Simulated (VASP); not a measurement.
A run of VASP 6.6.1 is set up as follows.

Contents of INCAR:

```
PREC = Accurate
ENCUT = 520
EDIFF = 1E-6
ISMEAR = -1
SIGMA = 0.06122561905347299
LREAL = F
LASPH = T
NELM = 60
ALGO = Normal
ISIF = 2
LWAVE = F
LCHARG = T
GGA = PE
LELF = T
LVHAR = T
NBANDS = 18
```

The input KPOINTS:

```
regular mesh
0
Gamma
  12 12 12
```

Contents of POSCAR:

```
AgO2
1.0
    0.0000000000      2.6149106529      2.6149106529
    2.6149106529      0.0000000000      2.6149106529
    2.6149106529      2.6149106529      0.0000000000
Ag O
1 2
Direct
    0.0000000000      0.0000000000      0.0000000000
    0.2500000000      0.2500000000      0.2500000000
    0.7500000000      0.7500000000      0.7500000000
```

Potentials or basis: VASP PAW PBE potentials, release 64 (Ag, O).

Command:

```bash
$ cat potpaw_PBE.64/Ag/POTCAR potpaw_PBE.64/O/POTCAR > POTCAR
$ mpirun -np 1 vasp_std > vasp.out
```

Question: Predict the pressure.

Answer: -5.2 GPa.

Question: What does it give for the band gap on the k mesh?

Answer: Zero (an odd number of electrons rules out a gap without spin polarisation).

Caveat: the cell stands under tension; an odd number of electrons without spin polarisation forces a metal; a magnetic or distorted state may lie lower.
